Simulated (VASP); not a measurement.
# CaMg12 in VASP: a series of runs

CaMg12 is run at these levels: PBE; tasks: single point.

Everything below comes from runs of VASP 6.6.1. Logs are shortened: lines on timing, memory, paths and dates and some standing lists are left out, and cuts for length are marked.

## 1. The cell of the first run

The cell holds a slab with vacuum, 13 atoms: a = 6.420 Å, b = 6.420 Å, c = 18.213 Å, α = 90.00°, β = 90.00°, γ = 60.00°.

## 2. Single point, PBE

The input, INCAR:

```
SYSTEM = CaMg12
PREC = Accurate
ENCUT = 520
EDIFF = 1E-7
ISMEAR = 0
SIGMA = 0.15
LREAL = .FALSE.
LASPH = .TRUE.
NELM = 60
ALGO = Normal
ISIF = 2
LWAVE = .FALSE.
LCHARG = .FALSE.
GGA = PE
NBANDS = 29
```

The input, KPOINTS:

```
Automatic mesh
0
G
  5 5 1
  0 0 0
```

The input, POSCAR:

```
CaMg12
1.0
    6.4200000000      0.0000000000      0.0000000000
    3.2100000000      5.5598830000      0.0000000000
    0.0000000000      0.0000000000     18.2130400000
Mg Ca
12 1
Direct
    0.0000000000      0.0000000000      0.0549057159
    0.5000000000      0.0000000000      0.0549057159
   -0.0000000450      0.5000000899      0.0549057159
    0.4999999550      0.5000000899      0.0549057159
   -0.1676487358      0.3375270667      0.1981508304
    0.3325564700      0.3327023249      0.2038076565
   -0.1686512829      0.8301050580      0.1993546382
    0.3350026751      0.8322317214      0.1980276769
   -0.0067235068      0.0084974810      0.3306399151
    0.5048886097     -0.0034934188      0.3500719814
    0.0091495195      0.4995903691      0.3626976057
    0.5080728122      0.4989101389      0.3441666520
    0.2237682958      0.8544257136      0.4866026759
```

Potentials or basis: VASP PAW PBE potentials, release 64 (Mg, Ca_sv).

Started as:

```console
cat potpaw_PBE.64/Mg/POTCAR potpaw_PBE.64/Ca_sv/POTCAR > POTCAR
mpirun -np 1 vasp_std > vasp.out
```

OUTCAR:

```text
SYSTEM = CaMg12
   PREC = Accurate
   ENCUT = 520
   EDIFF = 1E-7
   ISMEAR = 0
   LREAL = .FALSE.
   LASPH = .TRUE.
   NELM = 60
   ISIF = 2
   GGA = PE

 ion  position               nearest neighbor table
   1  0.000  0.000  0.055-   8 3.20   4 3.21   3 3.21   2 3.21   2 3.21   3 3.21   4 3.21   5 3.21
                             7 3.23
   2  0.500  0.000  0.055-   8 3.20   3 3.21   4 3.21   1 3.21   1 3.21   4 3.21   3 3.21   7 3.21
                             6 3.28
   3  1.000  0.500  0.055-   5 3.19   7 3.21   2 3.21   1 3.21   4 3.21   4 3.21   1 3.21   2 3.21
                             6 3.28
   4  0.500  0.500  0.055-   8 3.19   5 3.20   1 3.21   2 3.21   3 3.21   3 3.21   2 3.21   1 3.21
                             6 3.29
   5  0.832  0.338  0.198-   9 3.03   7 3.16   8 3.18   3 3.19   4 3.20   6 3.20  12 3.21   1 3.21
                             6 3.23   8 3.24   7 3.26  11 3.54
   6  0.333  0.333  0.204-  12 3.19   5 3.20   7 3.21   8 3.21   7 3.22   8 3.22   5 3.23  10 3.25
                             3 3.28   2 3.28   4 3.29  11 3.41
   7  0.831  0.830  0.199-   9 3.05   5 3.16   8 3.18   6 3.21   3 3.21   2 3.21   6 3.22   1 3.23
                             8 3.24   5 3.26  10 3.29  11 3.50
   8  0.335  0.832  0.198-   9 3.07   7 3.18   5 3.18   4 3.19   2 3.20   1 3.20   6 3.21   6 3.22
                             5 3.24   7 3.24  12 3.24  10 3.33
   9  0.993  0.008  0.331-   5 3.03   7 3.05   8 3.07  13 3.13  12 3.14  10 3.19  11 3.26  10 3.27
                            11 3.27  12 3.30
  10  0.505  0.997  0.350-  12 3.19   9 3.19  11 3.21  11 3.22  12 3.24   6 3.25   9 3.27   7 3.29
                             8 3.33
  11  0.009  0.500  0.363-  10 3.21  12 3.22  10 3.22  12 3.24   9 3.26   9 3.27   6 3.41   7 3.50
                             5 3.54
  12  0.508  0.499  0.344-   9 3.14   6 3.19  10 3.19   5 3.21  11 3.22  11 3.24  10 3.24   8 3.24
                             9 3.30  13 3.33
  13  0.224  0.854  0.487-   9 3.13  12 3.33

  LATTYP: Found a hexagonal cell.
 ALAT       =     6.4199999201
 C/A-ratio  =     2.8369221537

  Lattice vectors:

 A1 = (  -3.2100000000,  -5.5598830000,   0.0000000000)
 A2 = (   6.4200000000,   0.0000000000,   0.0000000000)
 A3 = (   0.0000000000,   0.0000000000,  18.2130400000)

Analysis of symmetry for initial positions (statically):
=====================================================================
 Subroutine PRICEL returns:
 Original cell was already a primitive cell.

 Routine SETGRP: Setting up the symmetry group for a
 hexagonal supercell.

 Subroutine GETGRP returns: Found  1 space group operations
 (whereof  1 operations were pure point group operations)
 out of a pool of 24 trial point group operations.

The static configuration has the point symmetry C_1 .

Analysis of symmetry for dynamics (positions and initial velocities):
=====================================================================
 Subroutine PRICEL returns:
 Original cell was already a primitive cell.

 Routine SETGRP: Setting up the symmetry group for a
 hexagonal supercell.

 Subroutine GETGRP returns: Found  1 space group operations
 (whereof  1 operations were pure point group operations)
 out of a pool of 24 trial point group operations.

The dynamic configuration has the point symmetry C_1 .

 Subroutine INISYM returns: Found  1 space group operations
 (whereof  1 operations are pure point group operations),
 and found     1 'primitive' translations

----------------------------------------------------------------------------------------

                                     Primitive cell

  volume of cell :     650.1044

  direct lattice vectors                    reciprocal lattice vectors
     6.420000000  0.000000000  0.000000000     0.155763240 -0.089929950  0.000000000
     3.210000000  5.559883000  0.000000000     0.000000000  0.179859900  0.000000000
     0.000000000  0.000000000 18.213040000     0.000000000  0.000000000  0.054905716

  length of vectors
     6.420000000  6.419999920 18.213040000     0.179859898  0.179859900  0.054905716

  position of ions in fractional coordinates (direct lattice)
     0.000000000  0.000000000  0.054905716
     0.500000000  0.000000000  0.054905716
     0.999999955  0.500000090  0.054905716
     0.499999955  0.500000090  0.054905716
     0.832351264  0.337527067  0.198150830
     0.332556470  0.332702325  0.203807656
     0.831348717  0.830105058  0.199354638
     0.335002675  0.832231721  0.198027677
     0.993276493  0.008497481  0.330639915
     0.504888610  0.996506581  0.350071981
     0.009149519  0.499590369  0.362697606
     0.508072812  0.498910139  0.344166652
     0.223768296  0.854425714  0.486602676

  ion indices of the primitive-cell ions
   primitive index   ion index
                 1           1
                 2           2
                 3           3
                 4           4
                 5           5
                 6           6
                 7           7
                 8           8
                 9           9
                10          10
                11          11
                12          12
                13          13

----------------------------------------------------------------------------------------

 KPOINTS: Automatic mesh

Automatic generation of k-mesh.
 Grid dimensions read from file:
 generate k-points for:    5    5    1

 Generating k-lattice:

  Cartesian coordinates                     Fractional coordinates (reciprocal lattice)
     0.031152648 -0.017985990  0.000000000     0.200000000  0.000000000  0.000000000
     0.000000000  0.035971980  0.000000000     0.000000000  0.200000000  0.000000000
     0.000000000  0.000000000  0.054905716     0.000000000  0.000000000  1.000000000

  Length of vectors
     0.035971980  0.035971980  0.054905716

  Shift w.r.t. Gamma in fractional coordinates (k-lattice)
     0.000000000  0.000000000  0.000000000

 Subroutine IBZKPT returns following result:
 ===========================================

 Found     13 irreducible k-points:

 Following reciprocal coordinates:
            Coordinates               Weight
  0.000000  0.000000  0.000000      1.000000
  0.200000 -0.000000  0.000000      2.000000
  0.200000  0.200000  0.000000      2.000000
[... 17 lines left out ...]
   NGXF,Y,Z  is equivalent  to a cutoff of  24.86, 24.86, 25.56 a.u.
 SYSTEM =  CaMg12
   PREC   = accura    normal or accurate (medium, high low for compatibility)
   ISTART =      0    job   : 0-new  1-cont  2-samecut
   ICHARG =      2    charge: 1-file 2-atom 10-const
   ISPIN  =      1    spin polarized calculation?
   LNONCOLLINEAR =      F non collinear calculations
   LSORBIT =      F    spin-orbit coupling
   LASPH  =      T    aspherical Exc in radial PAW
   ENCUT  =  520.0 eV  38.22 Ry    6.18 a.u.  11.94 11.94 33.86*2*pi/ulx,y,z
   NELM   =     60;   NELMIN=  2; NELMDL= -5     # of ELM steps
   EDIFF  = 0.1E-06   stopping-criterion for ELM
   LREAL  =      F    real-space projection
   EDIFFG = 0.1E-05   stopping-criterion for IOM
   NSW    =      0    number of steps for IOM
   IBRION =     -1    ionic relax: 0-MD 1-quasi-New 2-CG
   NFREE  =      0    steps in history (QN), initial steepest desc. (CG)
   ISIF   =      2    stress and relaxation
   ISYM   =      2    0-nonsym 1-usesym 2-fastsym
   POTIM  = 0.5000    time-step for ionic-motion
   TEBEG  =    0.0;   TEEND  =   0.0 temperature during run
   PSTRESS=    0.0 pullay stress
   NELECT =      34.0000    total number of electrons
   NUPDOWN=      -1.0000    fix difference up-down
   EMIN   =  10.00;   EMAX   =-10.00  energy-range for DOS
   EFERMI =   0.00;   METHOD = LEGACY
   ISMEAR =     0;   SIGMA  =   0.15  broadening in eV -4-tet -1-fermi 0-gaus
   EFERMI_NEDOS =   21; number of points for ismear=-14 and -15
   IALGO  =     38    algorithm
   IMIX   =      4    mixing-type and parameters
     AMIX     =   0.40;   BMIX     =  1.00
     AMIX_MAG =   1.60;   BMIX_MAG =  1.00
  volume/ion in A,a.u.               =      50.01       337.47
  Fermi-wavevector in a.u.,A,eV,Ry     =   0.612219  1.156926  5.099627  0.374812
  Thomas-Fermi vector in A             =   1.668427
   LORBIT       =      0    0 simple, 1 ext, 2 COOP (PROOUT), +10 PAW based schemes
   GGA     = PE    functional components
   LHFCALC =     F    Hartree Fock is set to
   AEXX    =    0.0000 exact exchange contribution
   IVDW    =     0    specifies the selected vdW correction
   LEPSILON=     F    determine dielectric tensor
   LRPA    =     F    only Hartree local field effects (RPA)
 non-spin polarized calculation
 Gauss-broadening in eV      SIGMA  =   0.15
  energy-cutoff  :      520.00
  volume of cell :      650.10
 maximum number of plane-waves:     17538
   NGX = 23   NGY = 23   NGZ = 67

 number of electron      33.9999999 magnetization

 Free energy of the ion-electron system (eV)
  ---------------------------------------------------
  ext. energy  EPLUGINS =         0.00000000
  ---------------------------------------------------
  free energy    TOTEN  =       -16.96655040 eV

  energy without entropy =      -16.88020492  energy(sigma->0) =      -16.92337766

 E-fermi :  -0.1681     XC(G=0):  -5.2064

 val. band max:       -0.1736811232   @ k =   0.0000   0.4000   0.0000
 cond. band min:      -0.1600292809   @ k =   0.4000   0.4000   0.0000
 fundamental gap:      0.0136518423
 Fermi energy:        -0.1681115811

 k-point     1 :       0.0000    0.0000    0.0000
  band No.  band energies     occupation
      1     -43.3808      2.00000
      2     -24.3748      2.00000
      3     -24.3508      2.00000
      4     -24.3432      2.00000
      5      -6.5825      2.00000
      6      -5.3805      2.00000
[... 21 lines left out ...]
     28       1.4181      0.00000
     29       1.8350      0.00000

 k-point     2 :       0.2000   -0.0000    0.0000
  band No.  band energies     occupation
      1     -43.3808      2.00000
      2     -24.3748      2.00000
      3     -24.3508      2.00000
      4     -24.3432      2.00000
      5      -6.3882      2.00000
      6      -5.1883      2.00000
[... 21 lines left out ...]
     28       1.6168      0.00000
     29       1.6869      0.00000

 k-point     3 :       0.2000    0.2000    0.0000
  band No.  band energies     occupation
      1     -43.3808      2.00000
      2     -24.3748      2.00000
      3     -24.3509      2.00000
      4     -24.3432      2.00000
      5      -6.3885      2.00000
      6      -5.1885      2.00000
[... 286 lines left out ...]
      5      -5.2860      2.00000
      6      -5.1761      2.00000
[... 21 lines left out ...]
     28       1.8889      0.00000
     29       1.9629      0.00000

 k-point    13 :      -0.2000    0.4000    0.0000
  band No.  band energies     occupation
      1     -43.3808      2.00000
      2     -24.3749      2.00000
      3     -24.3509      2.00000
      4     -24.3432      2.00000
      5      -5.2677      2.00000
      6      -5.1960      2.00000
[... 21 lines left out ...]
     28       1.8355      0.00000
     29       1.9415      0.00000

------------------------ aborting loop because EDIFF is reached ----------------------------------------

  FORCE on cell =-STRESS in cart. coord.  units (eV):
  Direction    XX          YY          ZZ          XY          YZ          ZX
  --------------------------------------------------------------------------------------
  -------------------------------------------------------------------------------------
  Total       -5.6443931     -5.5372537     -0.0901216     -0.3330917     -0.0216103     -0.0403423
  in kB      -13.9105631    -13.6465190     -0.2221039     -0.8209019     -0.0532584     -0.0994233
  external PRESSURE =      -9.2597286 kB  Pullay stress =       0.0000000 kB

 VOLUME and BASIS-vectors are now :
 -----------------------------------------------------------------------------
  energy-cutoff  :      520.00
  volume of cell :      650.10
      direct lattice vectors                 reciprocal lattice vectors
     6.420000000  0.000000000  0.000000000     0.155763240 -0.089929950  0.000000000
     3.210000000  5.559883000  0.000000000     0.000000000  0.179859900  0.000000000
     0.000000000  0.000000000 18.213040000     0.000000000  0.000000000  0.054905716

 POSITION                                       TOTAL-FORCE (eV/Angst)
 -----------------------------------------------------------------------------------
      0.00000      0.00000      1.00000         0.004484     -0.017246     -0.006249
      3.21000      0.00000      1.00000        -0.008678      0.027055      0.014195
      8.02500      2.77994      1.00000         0.043933     -0.009917      0.003072
      4.81500      2.77994      1.00000        -0.040551     -0.000650      0.011164
      6.42716      1.87661      3.60893         0.006700      0.028864     -0.023647
      3.20299      1.84979      3.71196        -0.006852     -0.003708     -0.004276
      8.00190      4.61529      3.63085        -0.012202     -0.010165     -0.000943
      4.82218      4.62711      3.60669         0.016599     -0.003691     -0.014628
      6.40411      0.04725      6.02196         0.000434     -0.011462      0.026509
      6.44017      5.54046      6.37588         0.006777      0.002585     -0.000414
      1.66243      2.77766      6.60583         0.002607     -0.000637      0.002559
      4.86333      2.77388      6.26832        -0.000199     -0.001817      0.000618
      4.17930      4.75051      8.86251        -0.013051      0.000789     -0.007960
 -----------------------------------------------------------------------------------
    total drift:                                0.000039     -0.000077     -0.000564

  FREE ENERGIE OF THE ION-ELECTRON SYSTEM (eV)
  ---------------------------------------------------
  free  energy   TOTEN  =       -16.9665504028 eV

  energy  without entropy=      -16.8802049221  energy(sigma->0) =      -16.92337766
```

It took 4.6 min on 1 thread of Intel Xeon 6975P-C (Granite Rapids), shared host; peak memory 0.74 GiB.

Results:

| Item | Value |
| --- | --- |
| Free energy | -16.9666 eV |
| Largest force | 0.045 eV/Å |
| Band gap on the k mesh | zero (bands 17 and 18 overlap by 0.38 eV) |

Forces in eV/Å, atoms in the order of the input:
```
Mg   0.004 -0.017 -0.006
Mg  -0.009  0.027  0.014
Mg   0.044 -0.010  0.003
Mg  -0.041 -0.001  0.011
Mg   0.007  0.029 -0.024
Mg  -0.007 -0.004 -0.004
Mg  -0.012 -0.010 -0.001
Mg   0.017 -0.004 -0.015
Mg   0.000 -0.011  0.027
Mg   0.007  0.003  0.000
Mg   0.003 -0.001  0.003
Mg   0.000 -0.002  0.001
Ca  -0.013  0.001 -0.008
```

Levels at points of the mesh, in eV from the Fermi level:
```tsv
k point	band 15	band 16	band 17	band 18	band 19	band 20
(0.00, 0.00, 0.00)	-0.84	-0.78	-0.72	-0.37	-0.31	-0.17
```

Caveat: there is no dipole correction, which matters where the two faces differ.

## 3. Single point, PBE

The input, INCAR:

```
SYSTEM = CaMg12
  ALGO = Normal
  EDIFF = 1E-6
  ENCUT = 520
  GGA = PE
  ISIF = 2
  ISMEAR = 0
  LASPH = .True.
  LCHARG = .True.
  LELF = .True.
  LREAL = .False.
  LVHAR = .True.
  LWAVE = .False.
  NBANDS = 29
  NELM = 80
  PREC = Accurate
  SIGMA = 0.15
```

The input, KPOINTS:

```
k-points
0
Gamma
  5 5 1
  0 0 0
```

The input, POSCAR:

```
CaMg12
1.0
    6.4200000000      0.0000000000      0.0000000000
    3.2100000000      5.5598830000      0.0000000000
    0.0000000000      0.0000000000     18.2130400000
Mg Ca
12 1
Direct
    0.0000000000      0.0000000000      0.0549057159
    0.5000000000      0.0000000000      0.0549057159
   -0.0000000450      0.5000000899      0.0549057159
    0.4999999550      0.5000000899      0.0549057159
   -0.1694773753      0.3407251555      0.2003790691
    0.3327732825      0.3392387933      0.2028764006
   -0.1670549628      0.8321980876      0.1975641628
    0.3343598883      0.8351945536      0.1983325683
   -0.0067784530      0.0033743516      0.3329315150
    0.5083986026      0.0014613617      0.3406713542
    0.0054959585      0.4991435971      0.3580837136
    0.5006356140      0.5085630399      0.3552107172
    0.2243321792      0.9809512179      0.4867351085
```

Potentials or basis: VASP PAW PBE potentials, release 64 (Mg, Ca_sv).

Started as:

```console
cat potpaw_PBE.64/Mg/POTCAR potpaw_PBE.64/Ca_sv/POTCAR > POTCAR
mpirun -np 1 vasp_std > vasp.out
```

Wall time 4.8 min (1 thread of Intel Xeon 6975P-C (Granite Rapids), shared host); peak memory 0.75 GiB.

It converged, with:

| Item | Value |
| --- | --- |
| Free energy | -16.9681 eV |
| Largest force | 0.047 eV/Å |
| Band gap on the k mesh | zero (bands 17 and 18 overlap by 0.38 eV) |

Forces in eV/Å, atoms in the order of the input:
```
Mg   0.028  0.023 -0.003
Mg  -0.025  0.040  0.006
Mg   0.019 -0.039  0.004
Mg  -0.011  0.001  0.011
Mg   0.005  0.017 -0.006
Mg  -0.009  0.005 -0.002
Mg   0.001 -0.006  0.009
Mg   0.009  0.001 -0.006
Mg  -0.020 -0.016 -0.020
Mg  -0.002 -0.009 -0.009
Mg  -0.002 -0.015  0.013
Mg   0.002 -0.017 -0.012
Ca   0.003  0.017  0.015
```

Levels at points of the mesh, in eV from the Fermi level:
```tsv
k point	band 14	band 15	band 16	band 17	band 18	band 19	band 20	band 21
(0.00, 0.00, 0.00)	-1.49	-0.84	-0.80	-0.73	-0.37	-0.29	-0.19	-0.07
```

Caveat: there is no dipole correction, which matters where the two faces differ.

## 4. Single point, PBE

The input, INCAR:

```
  PREC = Accurate
  ENCUT = 520
  EDIFF = 1E-7
  ISMEAR = 0
  SIGMA = 0.15
  LREAL = F
  LASPH = T
  NELM = 60
  ALGO = Normal
  ISIF = 2
  LWAVE = F
  LCHARG = F
  GGA = PE
  NBANDS = 29
```

The input, KPOINTS:

```
regular mesh
0
Gamma
  5 5 1
```

The input, POSCAR:

```
CaMg12
1.0
    6.4200000000      0.0000000000      0.0000000000
    3.2100000000      5.5598830000      0.0000000000
    0.0000000000      0.0000000000     18.2130400000
Mg Ca
12 1
Direct
    0.0000000000      0.0000000000      0.0549057159
    0.5000000000      0.0000000000      0.0549057159
   -0.0000000450      0.5000000899      0.0549057159
    0.4999999550      0.5000000899      0.0549057159
   -0.1701594711      0.3367002507      0.2021375893
    0.3330565505      0.3371644691      0.2004462188
   -0.1641430113      0.8317941223      0.1974743371
    0.3332300465      0.8323962932      0.1992061183
   -0.0021840460     -0.0012798830      0.3410201153
    0.5111377411     -0.0033153575      0.3347434585
    0.0000439787      0.5018553448      0.3468841555
    0.4976367343      0.5041748181      0.3642102032
    0.2315441323      1.1021039472      0.4867252254
```

Started as:

```console
cat potpaw_PBE.64/Mg/POTCAR potpaw_PBE.64/Ca_sv/POTCAR > POTCAR
mpirun -np 1 vasp_std > vasp.out
```

Wall time 5.5 min (1 thread of Intel Xeon 6975P-C (Granite Rapids), shared host); peak memory 0.74 GiB.

Results (log left out):

```
Free energy            : -16.9725 eV
Largest force          : 0.052 eV/Å
Band gap on the k mesh : zero (bands 17 and 18 overlap by 0.34 eV)
```

Forces on the atoms (eV/Å):
```
Mg   0.036  0.036  0.007
Mg  -0.032  0.026  0.001
Mg  -0.007 -0.050  0.011
Mg   0.007 -0.005  0.002
Mg   0.003  0.004 -0.006
Mg  -0.007  0.012 -0.011
Mg   0.013 -0.009 -0.002
Mg  -0.003  0.000 -0.003
Mg  -0.009 -0.005 -0.006
Mg  -0.004 -0.005  0.007
Mg  -0.001 -0.001 -0.004
Mg   0.001 -0.002  0.003
Ca   0.003 -0.001  0.001
```

Levels at points of the mesh, in eV from the Fermi level:
| k point | band 13 | band 14 | band 15 | band 16 | band 17 | band 18 | band 19 | band 20 | band 21 | band 22 |
| --- | --- | --- | --- | --- | --- | --- | --- | --- | --- | --- |
| (0.00, 0.00, 0.00) | -1.59 | -1.48 | -0.82 | -0.80 | -0.75 | -0.33 | -0.27 | -0.22 | -0.07 | 0.84 |

Caveat: there is no dipole correction, which matters where the two faces differ.

## 5. Overview

```tsv
cell	gap on the mesh (eV)	largest force (eV/Å)
as given, atomic positions A	none	0.05
as given, atomic positions B	none	0.05
as given, atomic positions C	none	0.05
```

Alike in all rows: task single point; level PBE; potentials or basis VASP PAW PBE potentials, release 64 (Mg, Ca_sv); no spin polarisation; k mesh 5 × 5 × 1; cutoff (eV) 520; smearing gaussian 0.15 eV.

Caveats: there is no dipole correction, which matters where the two faces differ.

Absolute energies hang on the potentials; compare differences alone.

The gap in the log of VASP goes by the Fermi energy; the results here count the filled bands.